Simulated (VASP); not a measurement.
# Pt (P6_3/mmc) in VASP: further runs

The runs below take Pt through single point, relaxation of cell and atoms, with PBEsol.

All numbers are computed with VASP 6.6.1; they aren't measurements. Logs are shortened: lines on timing, memory, paths and dates and some standing lists are left out, and cuts for length are marked.

### Step 1. The cell of the first run

It takes space group P6_3/mmc (No. 194, hexagonal). Conventional cell: a = 2.761 Å, b = 2.761 Å, c = 4.792 Å, α = 90.00°, β = 90.00°, γ = 120.00°. Pt (site symmetry -6m2) has 12 Pt at 2.76 to 2.88 Å within 3.6 Å.

### Step 2. Single point, PBEsol

Contents of INCAR:

```
SYSTEM = Pt
ALGO = Normal
EDIFF = 1E-6
ENCUT = 520
GGA = PS
ISIF = 2
ISMEAR = 0
LASPH = .True.
LCHARG = .False.
LREAL = .False.
LWAVE = .False.
NBANDS = 17
NELM = 80
PREC = Accurate
SIGMA = 0.1
```

Contents of KPOINTS:

```
k-points
0
Gamma
  6 6 4
  0 0 0
```

Contents of POSCAR:

```
Pt
1.0
    2.7606656158      0.0000000000      0.0000000000
   -1.3803328079      2.3908065546      0.0000000000
    0.0000000000      0.0000000000      4.7921340000
Pt
2
Direct
    0.6666666700      0.3333333300      0.7500000000
    0.3333333300      0.6666666700      0.2500000000
```

Potentials or basis: VASP PAW PBE potentials, release 64 (Pt).

Launch:

```bash
$ cat potpaw_PBE.64/Pt/POTCAR > POTCAR
$ mpirun -np 1 vasp_std > vasp.out
```

OUTCAR:

```text
SYSTEM = Pt
   EDIFF = 1E-6
   ENCUT = 520
   GGA = PS
   ISIF = 2
   ISMEAR = 0
   LASPH = .True.
   LREAL = .False.
   NELM = 80
   PREC = Accurate

 ion  position               nearest neighbor table
   1  0.667  0.333  0.750-   2 2.88   2 2.88   2 2.88   2 2.88   2 2.88   2 2.88
   2  0.333  0.667  0.250-   1 2.88   1 2.88   1 2.88   1 2.88   1 2.88   1 2.88

  LATTYP: Found a hexagonal cell.
 ALAT       =     2.7606656158
 C/A-ratio  =     1.7358618054

  Lattice vectors:

 A1 = (   2.7606656158,   0.0000000000,   0.0000000000)
 A2 = (  -1.3803328079,   2.3908065546,   0.0000000000)
 A3 = (   0.0000000000,   0.0000000000,   4.7921340000)

Analysis of symmetry for initial positions (statically):
=====================================================================
 Subroutine PRICEL returns:
 Original cell was already a primitive cell.

 Routine SETGRP: Setting up the symmetry group for a
 hexagonal supercell.

 Subroutine GETGRP returns: Found 24 space group operations
 (whereof 12 operations were pure point group operations)
 out of a pool of 24 trial point group operations.

The static configuration has the point symmetry D_3d.
 The point group associated with its full space group is D_6h.

Analysis of symmetry for dynamics (positions and initial velocities):
=====================================================================
 Subroutine PRICEL returns:
 Original cell was already a primitive cell.

 Routine SETGRP: Setting up the symmetry group for a
 hexagonal supercell.

 Subroutine GETGRP returns: Found 24 space group operations
 (whereof 12 operations were pure point group operations)
 out of a pool of 24 trial point group operations.

The dynamic configuration has the point symmetry D_3d.
 The point group associated with its full space group is D_6h.

 Subroutine INISYM returns: Found 24 space group operations
 (whereof 12 operations are pure point group operations),
 and found     1 'primitive' translations

----------------------------------------------------------------------------------------

                                     Primitive cell

  volume of cell :      31.6291

  direct lattice vectors                    reciprocal lattice vectors
     2.760665616  0.000000000  0.000000000     0.362231483  0.209134444  0.000000000
    -1.380332808  2.390806555  0.000000000     0.000000000  0.418268888  0.000000000
     0.000000000  0.000000000  4.792134000     0.000000000  0.000000000  0.208675300

  length of vectors
     2.760665616  2.760665616  4.792134000     0.418268888  0.418268888  0.208675300

  position of ions in fractional coordinates (direct lattice)
     0.666666670  0.333333330  0.750000000
     0.333333330  0.666666670  0.250000000

  ion indices of the primitive-cell ions
   primitive index   ion index
                 1           1
                 2           2

----------------------------------------------------------------------------------------

 KPOINTS: k-points

Automatic generation of k-mesh.
 Grid dimensions read from file:
 generate k-points for:    6    6    4

 Generating k-lattice:

  Cartesian coordinates                     Fractional coordinates (reciprocal lattice)
     0.060371914  0.034855741  0.000000000     0.166666667  0.000000000  0.000000000
     0.000000000  0.069711481  0.000000000     0.000000000  0.166666667  0.000000000
     0.000000000  0.000000000  0.052168825     0.000000000  0.000000000  0.250000000

  Length of vectors
     0.069711481  0.069711481  0.052168825

  Shift w.r.t. Gamma in fractional coordinates (k-lattice)
     0.000000000  0.000000000  0.000000000

 Subroutine IBZKPT returns following result:
 ===========================================

 Found     21 irreducible k-points:

 Following reciprocal coordinates:
            Coordinates               Weight
  0.000000  0.000000  0.000000      1.000000
  0.166667  0.000000  0.000000      6.000000
  0.333333  0.000000  0.000000      6.000000
  0.500000 -0.000000  0.000000      3.000000
  0.166667  0.166667  0.000000      6.000000
  0.333333  0.166667  0.000000     12.000000
[... 13 lines left out ...]
  0.333333  0.166667  0.500000     12.000000
  0.333333  0.333333  0.500000      2.000000
   k-points           NKPTS =     21   k-points in BZ     NKDIM =     21   number of bands    NBANDS=     17
   number of dos      NEDOS =    301   number of ions     NIONS =      2
   total plane-waves  NPLWV =  20736
   dimension x,y,z NGX =    24 NGY =   24 NGZ =   36
   dimension x,y,z NGXF=    48 NGYF=   48 NGZF=   72
   ions per type =               2
   NGX,Y,Z   is equivalent  to a cutoff of  14.45, 14.45, 12.49 a.u.
   NGXF,Y,Z  is equivalent  to a cutoff of  28.91, 28.91, 24.98 a.u.
 SYSTEM =  Pt
   PREC   = accura    normal or accurate (medium, high low for compatibility)
   ISTART =      0    job   : 0-new  1-cont  2-samecut
   ICHARG =      2    charge: 1-file 2-atom 10-const
   ISPIN  =      1    spin polarized calculation?
   LNONCOLLINEAR =      F non collinear calculations
   LSORBIT =      F    spin-orbit coupling
   LASPH  =      T    aspherical Exc in radial PAW
   ENCUT  =  520.0 eV  38.22 Ry    6.18 a.u.   5.13  5.13  8.91*2*pi/ulx,y,z
   NELM   =     80;   NELMIN=  2; NELMDL= -5     # of ELM steps
   EDIFF  = 0.1E-05   stopping-criterion for ELM
   LREAL  =      F    real-space projection
[... 7 lines left out ...]
   TEBEG  =    0.0;   TEEND  =   0.0 temperature during run
   PSTRESS=    0.0 pullay stress
   NELECT =      20.0000    total number of electrons
   NUPDOWN=      -1.0000    fix difference up-down
   EMIN   =  10.00;   EMAX   =-10.00  energy-range for DOS
   EFERMI =   0.00;   METHOD = LEGACY
   ISMEAR =     0;   SIGMA  =   0.10  broadening in eV -4-tet -1-fermi 0-gaus
   EFERMI_NEDOS =   21; number of points for ismear=-14 and -15
   IALGO  =     38    algorithm
   IMIX   =      4    mixing-type and parameters
     AMIX     =   0.40;   BMIX     =  1.00
     AMIX_MAG =   1.60;   BMIX_MAG =  1.00
  volume/ion in A,a.u.               =      15.81       106.72
  Fermi-wavevector in a.u.,A,eV,Ry     =   1.405149  2.655347 26.863944  1.974444
  Thomas-Fermi vector in A             =   2.527639
   LORBIT       =      0    0 simple, 1 ext, 2 COOP (PROOUT), +10 PAW based schemes
   GGA     = PS    functional components
   LHFCALC =     F    Hartree Fock is set to
   AEXX    =    0.0000 exact exchange contribution
   IVDW    =     0    specifies the selected vdW correction
   LEPSILON=     F    determine dielectric tensor
   LRPA    =     F    only Hartree local field effects (RPA)
 non-spin polarized calculation
 Gauss-broadening in eV      SIGMA  =   0.10
  energy-cutoff  :      520.00
  volume of cell :       31.63
 maximum number of plane-waves:       864
 NGX is ok and might be reduce to    24
   NGX = 11   NGY = 11   NGZ = 17

 number of electron      20.0000004 magnetization

 Free energy of the ion-electron system (eV)
  ---------------------------------------------------
  ext. energy  EPLUGINS =         0.00000000
  ---------------------------------------------------
  free energy    TOTEN  =       -13.83094938 eV

  energy without entropy =      -13.80662266  energy(sigma->0) =      -13.81878602

 E-fermi :  10.1285     XC(G=0): -13.3447

 val. band max:       10.1136939464   @ k =   0.1667   0.1667   0.5000
 cond. band min:      10.1620264272   @ k =   0.3333   0.0000   0.0000
 fundamental gap:      0.0483324809
 Fermi energy:        10.1284660141

 k-point     1 :       0.0000    0.0000    0.0000
  band No.  band energies     occupation
      1       0.4327      2.00000
      2       3.1092      2.00000
      3       6.2058      2.00000
      4       6.7879      2.00000
      5       6.7879      2.00000
      6       7.1535      2.00000
[... 9 lines left out ...]
     16      27.4815      0.00000
     17      31.1554      0.00000

 k-point     2 :       0.1667    0.0000    0.0000
  band No.  band energies     occupation
      1       1.3894      2.00000
      2       3.9185      2.00000
      3       6.0130      2.00000
      4       6.6295      2.00000
      5       6.8328      2.00000
      6       7.1392      2.00000
[... 9 lines left out ...]
     16      27.7779      0.00000
     17      28.0457      0.00000

 k-point     3 :       0.3333    0.0000    0.0000
  band No.  band energies     occupation
      1       3.2985      2.00000
      2       4.1971      2.00000
      3       5.0958      2.00000
      4       6.3155      2.00000
      5       6.8533      2.00000
      6       7.1640      2.00000
[... 9 lines left out ...]
     16      24.9232      0.00000
     17      25.4857      0.00000

 k-point     4 :       0.5000   -0.0000    0.0000
  band No.  band energies     occupation
      1       3.7887      2.00000
      2       3.8457      2.00000
      3       4.4916      2.00000
      4       6.8013      2.00000
      5       7.0507      2.00000
      6       7.2156      2.00000
[... 9 lines left out ...]
     16      22.1504      0.00000
     17      23.4165      0.00000
[... 283 lines left out ...]
      1       4.1453      2.00000
      2       4.1453      2.00000
      3       5.6214      2.00000
      4       5.6214      2.00000
      5       6.1661      2.00000
      6       6.1661      2.00000
[... 9 lines left out ...]
     16      24.4505      0.00000
     17      25.5680      0.00000

 k-point    20 :       0.3333    0.1667    0.5000
  band No.  band energies     occupation
      1       4.2976      2.00000
      2       4.2976      2.00000
      3       5.4208      2.00000
      4       5.4208      2.00000
      5       7.1871      2.00000
      6       7.1871      2.00000
[... 9 lines left out ...]
     16      22.6744      0.00000
     17      25.2654      0.00000

 k-point    21 :       0.3333    0.3333    0.5000
  band No.  band energies     occupation
      1       5.0753      2.00000
      2       5.0753      2.00000
      3       5.6953      2.00000
      4       5.6953      2.00000
      5       6.5415      2.00000
      6       6.5415      2.00000
[... 9 lines left out ...]
     16      18.9312      0.00000
     17      27.6336      0.00000

------------------------ aborting loop because EDIFF is reached ----------------------------------------

  FORCE on cell =-STRESS in cart. coord.  units (eV):
  Direction    XX          YY          ZZ          XY          YZ          ZX
  --------------------------------------------------------------------------------------
  -------------------------------------------------------------------------------------
  Total       -2.1836785     -2.1836785     -2.6909404      0.0000000      0.0000000     -0.0000000
  in kB     -110.6145057   -110.6145057   -136.3099197      0.0000000      0.0000000     -0.0000000
  external PRESSURE =    -119.1796437 kB  Pullay stress =       0.0000000 kB

 VOLUME and BASIS-vectors are now :
 -----------------------------------------------------------------------------
  energy-cutoff  :      520.00
  volume of cell :       31.63
      direct lattice vectors                 reciprocal lattice vectors
     2.760665616  0.000000000  0.000000000     0.362231483  0.209134444  0.000000000
    -1.380332808  2.390806555  0.000000000     0.000000000  0.418268888  0.000000000
     0.000000000  0.000000000  4.792134000     0.000000000  0.000000000  0.208675300

 POSITION                                       TOTAL-FORCE (eV/Angst)
 -----------------------------------------------------------------------------------
      1.38033      0.79694      3.59410         0.000000     -0.000000      0.000000
     -0.00000      1.59387      1.19803         0.000000      0.000000      0.000000
 -----------------------------------------------------------------------------------
    total drift:                               -0.000001      0.000001     -0.000000

  FREE ENERGIE OF THE ION-ELECTRON SYSTEM (eV)
  ---------------------------------------------------
  free  energy   TOTEN  =       -13.8309493793 eV

  energy  without entropy=      -13.8066226635  energy(sigma->0) =      -13.81878602
```

It took 6.3 s on 1 thread of Intel Xeon Platinum 8488C (Sapphire Rapids), shared host; peak memory 0.15 GiB.

Results:

| Quantity | Value |
| --- | --- |
| Free energy | -13.8309 eV |
| Pressure | -11.9 GPa |
| Band gap on the k mesh | zero (band 10 reaches 10.70 eV, above the bottom of band 11 at 9.37 eV) |

Caveat: the k points lie up to 0.44 Å⁻¹ apart; the PAW data sets were made with another functional, which shifts forces and pressure a little; spin-orbit coupling is left out, which moves the levels of the heavy elements.

### Step 3. Single point, PBEsol

This run uses another cell than the first one, of 15.14 Å³/atom, 0.957 times its volume.

Edit INCAR of step 2 so:

```diff
@@ -12,3 +12,3 @@
 NBANDS = 17
-NELM = 80
+NELM = 100
 PREC = Accurate
```

Contents of KPOINTS:

```
k-points
0
Gamma
  18 18 10
  0 0 0
```

Contents of POSCAR:

```
Pt
1.0
    2.7251696197      0.0000000000      0.0000000000
   -1.3625848098      2.3600661203      0.0000000000
    0.0000000000      0.0000000000      4.7068056347
Pt
2
Direct
    0.6666666667      0.3333333333      0.7500000000
    0.3333333333      0.6666666667      0.2500000000
```

Potentials or basis: VASP PAW PBE potentials, release 64 (Pt).

Launch:

```bash
$ cat potpaw_PBE.64/Pt/POTCAR > POTCAR
$ mpirun -np 1 vasp_std > vasp.out
```

It took 48 s on 1 thread of Intel Xeon 6975P-C, shared host; peak memory 0.21 GiB.

The run converged. Its results:

```
Free energy            : -13.8089 eV
Pressure               : -0.4 GPa
Band gap on the k mesh : zero (band 10 reaches 11.52 eV, above the bottom of band 11 at 10.15 eV)
```

Stress tensor (GPa, compression positive):
```
-0.33  0.00  0.00
 0.00 -0.33  0.00
 0.00  0.00 -0.53
```

Levels at points of the mesh, in eV from the Fermi level:
| k point | band 6 | band 7 | band 8 | band 9 | band 10 | band 11 | band 12 | band 13 | band 14 | band 15 |
| --- | --- | --- | --- | --- | --- | --- | --- | --- | --- | --- |
| (0.00, 0.00, 0.00) | -3.27 | -3.27 | -1.95 | -1.95 | -0.94 | -0.23 | -0.23 | 4.99 | 15.00 | 15.73 |
| (0.50, 0.00, 0.00) | -3.13 | -2.86 | 0.04 | 0.30 | 0.53 | 2.32 | 3.84 | 7.44 | 9.03 | 9.86 |
| (0.00, 0.00, 0.50) | -3.66 | -3.66 | -3.66 | -0.84 | -0.84 | -0.84 | -0.84 | 12.28 | 12.28 | 15.50 |
| (0.50, 0.00, 0.50) | -1.95 | -0.97 | -0.97 | 0.43 | 0.43 | 1.65 | 1.65 | 6.73 | 6.73 | 14.35 |

Caveat: the PAW data sets were made with another functional, which shifts forces and pressure a little; spin-orbit coupling is left out, which moves the levels of the heavy elements.

### Step 4. Single point, PBEsol

This run uses another cell than the first one, of 15.14 Å³/atom, 0.957 times its volume.

Contents of INCAR:

```
SYSTEM = Pt
ALGO = Fast
EDIFF = 1E-6
ENCUT = 520
GGA = PS
ISIF = 2
ISMEAR = 0
LASPH = .True.
LCHARG = .False.
LREAL = .False.
LWAVE = .False.
NBANDS = 17
NELM = 80
PREC = Accurate
SIGMA = 0.15
```

Contents of KPOINTS:

```
k-points
0
Gamma
  24 24 14
  0 0 0
```

POSCAR is that of step 3.

Launch:

```bash
$ cat potpaw_PBE.64/Pt/POTCAR > POTCAR
$ mpirun -np 1 vasp_std > vasp.out
```

It took 1.9 min on 1 thread of Intel Xeon 6975P-C, shared host; peak memory 0.31 GiB.

Results (log left out):

```yaml
Free_energy: -13.8204 eV
Pressure: -0.3 GPa
Band_gap_on_the_k_mesh: zero (band 10 reaches 11.53 eV, above the bottom of band 11 at 10.15 eV)
```

Stress tensor (GPa, compression positive):
```
 0.10  0.00  0.00
 0.00  0.10  0.00
 0.00  0.00 -0.96
```

Levels at points of the mesh, in eV from the Fermi level:
```csv
k point,band 7,band 8,band 9,band 10,band 11,band 12,band 13,band 14
"(0.00, 0.00, 0.00)",-3.26,-1.96,-1.96,-0.95,-0.23,-0.23,4.99,15.00
"(0.50, 0.00, 0.00)",-2.86,0.04,0.30,0.53,2.31,3.84,7.44,9.02
"(0.00, 0.00, 0.50)",-3.66,-3.66,-0.85,-0.85,-0.85,-0.85,12.27,12.27
"(0.50, 0.00, 0.50)",-0.98,-0.98,0.43,0.43,1.64,1.64,6.72,6.72
```

Caveat: the PAW data sets were made with another functional, which shifts forces and pressure a little; spin-orbit coupling is left out, which moves the levels of the heavy elements.

### Step 5. Relaxation of cell and atoms, PBEsol

This run uses another cell than the first one, of 15.15 Å³/atom, 0.958 times its volume.

Contents of INCAR:

```
SYSTEM = Pt
  PREC = Accurate
  ENCUT = 600
  EDIFF = 1E-6
  ISMEAR = 0
  SIGMA = 0.1
  LREAL = .False.
  LASPH = .True.
  NELM = 80
  ALGO = Fast
  ISIF = 3
  LWAVE = .False.
  LCHARG = .False.
  GGA = PS
  IBRION = 2
  NSW = 100
  EDIFFG = -0.005
```

Contents of KPOINTS:

```
regular mesh
0
Gamma
  18 18 10
  0 0 0
```

Contents of POSCAR:

```
Pt
1.0
    2.7257420465      0.0000000000      0.0000000000
   -1.3628710232      2.3605618564      0.0000000000
    0.0000000000      0.0000000000      4.7090717748
Pt
2
Direct
    0.6666666667      0.3333333333      0.7500000000
    0.3333333333      0.6666666667      0.2500000000
```

Launch:

```bash
$ cat potpaw_PBE.64/Pt/POTCAR > POTCAR
$ mpirun -np 1 vasp_std > vasp.out
```

Run time: 2.3 min. Hardware: 1 thread of Intel Xeon 6975P-C, shared host; peak memory 0.25 GiB.

Results (log left out):

- Free energy: -13.8089 eV
- Relaxed volume: 15.12 Å³/atom
- Relaxed cell: a = 2.725 Å, b = 2.725 Å, c = 4.702 Å, α = 90.00°, β = 90.00°, γ = 120.00°
- Space group after relaxing (to 0.05 Å): P6_3/mmc (No. 194)
- Energy gained by relaxing: 0.1 meV/atom
- Ionic steps: 4
- Pressure after relaxing: 0.0 GPa
- Band gap on the k mesh: zero (band 10 reaches 11.54 eV, above the bottom of band 11 at 10.17 eV)

Step by step:
| step | energy change (eV) | largest force (eV/Å) | pressure (GPa) | volume (Å³) |
| --- | --- | --- | --- | --- |
| 1 | 0.0000 | 0.0000 | -0.47 | 30.30 |
| 2 | 0.0004 | 0.0000 | 1.27 | 30.11 |
| 3 | -0.0001 | 0.0000 | 0.02 | 30.24 |
| 4 | -0.0001 | 0.0000 | 0.01 | 30.23 |

Final structure:
```
Pt
1.0
     2.72502    0.00000    0.00000
    -1.36251    2.35993    0.00000
     0.00000    0.00000    4.70155
Pt
2
Direct
  0.66667 0.33333 0.75000
  0.33333 0.66667 0.25000
```

Levels at points of the mesh, in eV from the Fermi level:
| k point | band 6 | band 7 | band 8 | band 9 | band 10 | band 11 | band 12 | band 13 | band 14 |
| --- | --- | --- | --- | --- | --- | --- | --- | --- | --- |
| (0.00, 0.00, 0.00) | -3.27 | -3.27 | -1.97 | -1.97 | -0.94 | -0.23 | -0.23 | 5.02 | 14.99 |
| (0.50, 0.00, 0.00) | -3.14 | -2.87 | 0.05 | 0.30 | 0.52 | 2.32 | 3.85 | 7.45 | 9.04 |
| (0.00, 0.00, 0.50) | -3.67 | -3.67 | -3.67 | -0.85 | -0.85 | -0.85 | -0.85 | 12.31 | 12.31 |
| (0.50, 0.00, 0.50) | -1.96 | -0.97 | -0.97 | 0.43 | 0.43 | 1.65 | 1.65 | 6.73 | 6.73 |

Caveat: the PAW data sets were made with another functional, which shifts forces and pressure a little; spin-orbit coupling is left out, which moves the levels of the heavy elements.

### Step 6. Summary

```tsv
task	cell	k mesh	cutoff (eV)	smearing	gap on the mesh (eV)	pressure (GPa)
single point	a = 2.761, b = 2.761, c = 4.792 Å, angles 90.0, 90.0, 120.0°, 2 atoms	6 × 6 × 4	520	gaussian 0.1 eV	none	-11.9
single point	a = 2.725, b = 2.725, c = 4.707 Å, angles 90.0, 90.0, 120.0°, 2 atoms	18 × 18 × 10	520	gaussian 0.1 eV	none	-0.4
single point	a = 2.725, b = 2.725, c = 4.707 Å, angles 90.0, 90.0, 120.0°, 2 atoms	24 × 24 × 14	520	gaussian 0.15 eV	none	-0.3
relaxation of cell and atoms	relaxed from a = 2.726, b = 2.726, c = 4.709 Å, angles 90.0, 90.0, 120.0°, 2 atoms	18 × 18 × 10	600	gaussian 0.1 eV	none	0.0
```

Alike in all rows: level PBEsol; potentials or basis VASP PAW PBE potentials, release 64 (Pt); no spin polarisation.

Caveats: some runs use coarse meshes; the PAW data sets were made with another functional, which shifts forces and pressure a little; spin-orbit coupling is left out, which moves the levels of the heavy elements.

Total energies depend on the potentials used, so only differences within one code and one set of settings carry meaning.
